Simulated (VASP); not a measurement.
# In (I4/mmm) in VASP: settings compared, part 2 of 2

VASP 6.6.1. Earlier steps stand in the parts before.

## 3. Relaxation of cell and atoms, PBEsol+D3(BJ)

Input file INCAR:

```
PREC = Accurate
ENCUT = 600
EDIFF = 1E-6
ISMEAR = -1
SIGMA = 0.05
LREAL = F
LASPH = T
NELM = 100
ALGO = Normal
ISIF = 3
LWAVE = F
LCHARG = F
GGA = PS
IVDW = 12
IBRION = 2
NSW = 60
EDIFFG = -0.01
```

Input file KPOINTS:

```
regular mesh
0
Gamma
  11 11 11
```

Input file POSCAR:

```
In
1.0
   -1.6254700000      1.6254700000      2.4737000000
    1.6254700000     -1.6254700000      2.4737000000
    1.6254700000      1.6254700000     -2.4737000000
In
1
Direct
    0.0000000000      0.0000000000      0.0000000000
```

Potentials or basis: VASP PAW PBE potentials, release 64 (In_d).

On the command line:

```bash
$ cat potpaw_PBE.64/In_d/POTCAR > POTCAR
$ mpirun -np 1 vasp_std > vasp.out
```

OUTCAR:

```text
PREC = Accurate
   ENCUT = 600
   EDIFF = 1E-6
   ISMEAR = -1
   LREAL = F
   LASPH = T
   NELM = 100
   ISIF = 3
   GGA = PS
   IVDW = 12
   IBRION = 2
   NSW = 60
   EDIFFG = -0.01
 IVDW          = 12

 ion  position               nearest neighbor table
   1  0.000  0.000  0.000-

  LATTYP: Found a body centered tetragonal cell.
 ALAT       =     3.2509400000
 C/A-ratio  =     1.5218367611

  Lattice vectors:

 A1 = (  -1.6254700000,   1.6254700000,   2.4737000000)
 A2 = (   1.6254700000,  -1.6254700000,   2.4737000000)
 A3 = (   1.6254700000,   1.6254700000,  -2.4737000000)

Analysis of symmetry for initial positions (statically):
=====================================================================
 Subroutine PRICEL returns:
 Original cell was already a primitive cell.

 Routine SETGRP: Setting up the symmetry group for a
 body centered tetragonal supercell.

 Subroutine GETGRP returns: Found 16 space group operations
 (whereof 16 operations were pure point group operations)
 out of a pool of 16 trial point group operations.

The static configuration has the point symmetry D_4h.

Analysis of symmetry for dynamics (positions and initial velocities):
=====================================================================
 Subroutine PRICEL returns:
 Original cell was already a primitive cell.

 Routine SETGRP: Setting up the symmetry group for a
 body centered tetragonal supercell.

 Subroutine GETGRP returns: Found 16 space group operations
 (whereof 16 operations were pure point group operations)
 out of a pool of 16 trial point group operations.

The dynamic configuration has the point symmetry D_4h.

 Subroutine INISYM returns: Found 16 space group operations
 (whereof 16 operations are pure point group operations),
 and found     1 'primitive' translations

----------------------------------------------------------------------------------------

                                     Primitive cell

  volume of cell :      26.1436

  direct lattice vectors                    reciprocal lattice vectors
    -1.625470000  1.625470000  2.473700000     0.000000000  0.307603339  0.202126369
     1.625470000 -1.625470000  2.473700000     0.307603339  0.000000000  0.202126369
     1.625470000  1.625470000 -2.473700000     0.307603339  0.307603339  0.000000000

  length of vectors
     3.376906444  3.376906444  3.376906444     0.368069129  0.368069129  0.435016814

  position of ions in fractional coordinates (direct lattice)
     0.000000000  0.000000000  0.000000000

  ion indices of the primitive-cell ions
   primitive index   ion index
                 1           1

----------------------------------------------------------------------------------------

 KPOINTS: regular mesh

Automatic generation of k-mesh.
 Grid dimensions read from file:
 generate k-points for:   11   11   11

 Generating k-lattice:

  Cartesian coordinates                     Fractional coordinates (reciprocal lattice)
     0.000000000  0.027963940  0.018375124     0.090909091  0.000000000 -0.000000000
     0.027963940  0.000000000  0.018375124     0.000000000  0.090909091 -0.000000000
     0.027963940  0.027963940  0.000000000     0.000000000  0.000000000  0.090909091

  Length of vectors
     0.033460830  0.033460830  0.039546983

  Shift w.r.t. Gamma in fractional coordinates (k-lattice)
     0.000000000  0.000000000  0.000000000

 Subroutine IBZKPT returns following result:
 ===========================================

 Found    126 irreducible k-points:

 Following reciprocal coordinates:
            Coordinates               Weight
  0.000000  0.000000  0.000000      1.000000
  0.090909  0.000000 -0.000000      8.000000
  0.181818  0.000000 -0.000000      8.000000
  0.272727  0.000000 -0.000000      8.000000
  0.363636  0.000000 -0.000000      8.000000
  0.454545  0.000000 -0.000000      8.000000
[... 16 lines left out ...]
 -0.272727  0.181818 -0.000000     16.000000
 -0.181818  0.181818  0.000000      4.000000
 [... further k-points ...]
   k-points           NKPTS =    126   k-points in BZ     NKDIM =    126   number of bands    NBANDS=     10
   number of dos      NEDOS =    301   number of ions     NIONS =      1
   total plane-waves  NPLWV =  21952
   dimension x,y,z NGX =    28 NGY =   28 NGZ =   28
   dimension x,y,z NGXF=    56 NGYF=   56 NGZF=   56
   ions per type =               1
   NGX,Y,Z   is equivalent  to a cutoff of  13.78, 13.78, 13.78 a.u.
   NGXF,Y,Z  is equivalent  to a cutoff of  27.57, 27.57, 27.57 a.u.
 SYSTEM =  unknown system
   PREC   = accura    normal or accurate (medium, high low for compatibility)
   ISTART =      0    job   : 0-new  1-cont  2-samecut
   ICHARG =      2    charge: 1-file 2-atom 10-const
   ISPIN  =      1    spin polarized calculation?
   LNONCOLLINEAR =      F non collinear calculations
   LSORBIT =      F    spin-orbit coupling
   LASPH  =      T    aspherical Exc in radial PAW
   ENCUT  =  600.0 eV  44.10 Ry    6.64 a.u.   6.74  6.74  6.74*2*pi/ulx,y,z
   NELM   =    100;   NELMIN=  2; NELMDL= -5     # of ELM steps
   EDIFF  = 0.1E-05   stopping-criterion for ELM
   LREAL  =      F    real-space projection
   EDIFFG = -.1E-01   stopping-criterion for IOM
   NSW    =     60    number of steps for IOM
   IBRION =      2    ionic relax: 0-MD 1-quasi-New 2-CG
   NFREE  =      1    steps in history (QN), initial steepest desc. (CG)
   ISIF   =      3    stress and relaxation
   ISYM   =      2    0-nonsym 1-usesym 2-fastsym
   POTIM  = 0.5000    time-step for ionic-motion
   TEBEG  =    0.0;   TEEND  =   0.0 temperature during run
   PSTRESS=    0.0 pullay stress
   NELECT =      13.0000    total number of electrons
   NUPDOWN=      -1.0000    fix difference up-down
   EMIN   =  10.00;   EMAX   =-10.00  energy-range for DOS
   EFERMI =   0.00;   METHOD = LEGACY
   ISMEAR =    -1;   SIGMA  =   0.05  broadening in eV -4-tet -1-fermi 0-gaus
   EFERMI_NEDOS =   21; number of points for ismear=-14 and -15
   IALGO  =     38    algorithm
   IMIX   =      4    mixing-type and parameters
     AMIX     =   0.40;   BMIX     =  1.00
     AMIX_MAG =   1.60;   BMIX_MAG =  1.00
  volume/ion in A,a.u.               =      26.14       176.43
  Fermi-wavevector in a.u.,A,eV,Ry     =   1.296983  2.450943 22.887245  1.682165
  Thomas-Fermi vector in A             =   2.428405
   LORBIT       =      0    0 simple, 1 ext, 2 COOP (PROOUT), +10 PAW based schemes
   GGA     = PS    functional components
   LHFCALC =     F    Hartree Fock is set to
   AEXX    =    0.0000 exact exchange contribution
   IVDW    =    12    specifies the selected vdW correction
   LEPSILON=     F    determine dielectric tensor
   LRPA    =     F    only Hartree local field effects (RPA)
 conjugate gradient relaxation of ions
 non-spin polarized calculation
  energy-cutoff  :      600.00
  volume of cell :       26.14
 maximum number of plane-waves:       901
   NGX = 13   NGY = 13   NGZ = 13

--------------------------------------- Ionic step        1  -------------------------------------------

 number of electron      13.0000006 magnetization

 Free energy of the ion-electron system (eV)
  ---------------------------------------------------
  ext. energy  EPLUGINS =         0.00000000
  ---------------------------------------------------
  free energy    TOTEN  =        -2.98272515 eV

  energy without entropy =       -2.97879011  energy(sigma->0) =       -2.98075763

------------------------ aborting loop because EDIFF is reached ----------------------------------------

 Edisp (eV)   -0.35873

 E8    (eV) :    -0.2597
[... 303 lines left out ...]
--------------------------------------- Ionic step        9  -------------------------------------------

 number of electron      12.9999996 magnetization

 Free energy of the ion-electron system (eV)
  ---------------------------------------------------
  ext. energy  EPLUGINS =         0.00000000
  ---------------------------------------------------
  free energy    TOTEN  =        -2.97633817 eV

  energy without entropy =       -2.97216518  energy(sigma->0) =       -2.97425168

 E-fermi :   8.2469     XC(G=0): -10.7646

 val. band max:        8.2358996977   @ k =  -0.1818   0.3636   0.0909
 cond. band min:       8.2704902608   @ k =   0.2727   0.1818   0.0909
 fundamental gap:      0.0345905631
 Fermi energy:         8.2469005335

 k-point     1 :       0.0000    0.0000    0.0000
  band No.  band energies     occupation
      1      -6.4492      2.00000
      2      -6.3790      2.00000
      3      -6.3790      2.00000
      4      -6.2259      2.00000
      5      -6.1561      2.00000
      6      -1.8696      2.00000
      7      19.4293      0.00000
      8      19.4293      0.00000
      9      19.5446      0.00000
     10      19.9229      0.00000
[... 287 lines left out ...]
 k-point    24 :      -0.1818    0.1818    0.0000
  band No.  band energies     occupation
      1      -6.4639      2.00000
      2      -6.3056      2.00000
      3      -6.2722      2.00000
      4      -6.2698      2.00000
      5      -6.1507      2.00000
      6      -0.8075      2.00000
      7      15.9125      0.00000
      8      16.0409      0.00000
      9      17.0094      0.00000
     10      17.8644      0.00000

 [... further k-points ...]

------------------------ aborting loop because EDIFF is reached ----------------------------------------

 Edisp (eV)   -0.38705

 E8    (eV) :    -0.2803
[... 24 lines left out ...]
  FREE ENERGIE OF THE ION-ELECTRON SYSTEM (eV)
  ---------------------------------------------------
  free  energy   TOTEN  =        -3.3633913672 eV

  energy  without entropy=       -3.3592183823  energy(sigma->0) =       -3.36130487

 reached required accuracy - stopping structural energy minimisation
```

CONTCAR:

```text
In
   1.00000000000000
    -1.6030918131673348    1.6030918131673353    2.3626772183822591
     1.6030918131673348   -1.6030918131673353    2.3626772183822591
     1.6030918131673348    1.6030918131673353   -2.3626772183822591
  In
     1
Direct
     0.0000000000000000    0.0000000000000000    0.0000000000000000

  0.00000000E+00  0.00000000E+00  0.00000000E+00
```

It took 2 min on 1 thread of AMD EPYC 7R13 (Zen 3), shared host; peak memory 0.17 GiB.

What came out:

| Quantity | Value |
| --- | --- |
| Free energy | -3.3634 eV |
| Relaxed volume | 24.29 Å³/atom |
| Relaxed cell | a = 3.274 Å, b = 3.274 Å, c = 3.274 Å, α = 121.37°, β = 121.37°, γ = 87.64° |
| Space group after relaxing (to 0.1 Å) | I4/mmm (No. 139) |
| Energy gained by relaxing | 21.9 meV/atom |
| Ionic steps | 9 |
| Pressure after relaxing | 0.0 GPa |
| Band gap on the k mesh | zero (an odd number of electrons rules out a gap without spin polarisation) |
| Dispersion energy per atom | -0.387 eV |

The path:
```
step  energy change (eV)  largest force (eV/Å)  pressure (GPa)  volume (Å³)
   1              0.0000                0.0000           -3.17        26.14
   2             -0.0200                0.0000            0.19        24.23
   3             -0.0200                0.0000           -0.01        24.31
   4             -0.0200                0.0000            0.09        24.27
   5             -0.0206                0.0000            0.06        24.25
   6             -0.0219                0.0000            0.16        24.21
   7             -0.0219                0.0000            0.22        24.20
   8             -0.0219                0.0000           -0.23        24.39
   9             -0.0219                0.0000           -0.04        24.29
```

Final structure:
```
CELL_PARAMETERS angstrom
-1.60309 1.60309 2.36268
1.60309 -1.60309 2.36268
1.60309 1.60309 -2.36268
ATOMIC_POSITIONS crystal
In 0.00000 0.00000 0.00000
```

Levels at points of the mesh, in eV from the Fermi level:
```csv
k point,band 4,band 5,band 6,band 7,band 8,band 9
"(0.00, 0.00, 0.00)",-14.47,-14.40,-10.12,11.18,11.18,11.30
```

Caveat: the PAW data sets were made with another functional, which shifts forces and pressure a little; spin-orbit coupling is left out, which moves the levels of the heavy elements.

The gap in the log of VASP goes by the Fermi energy; the results here count the filled bands.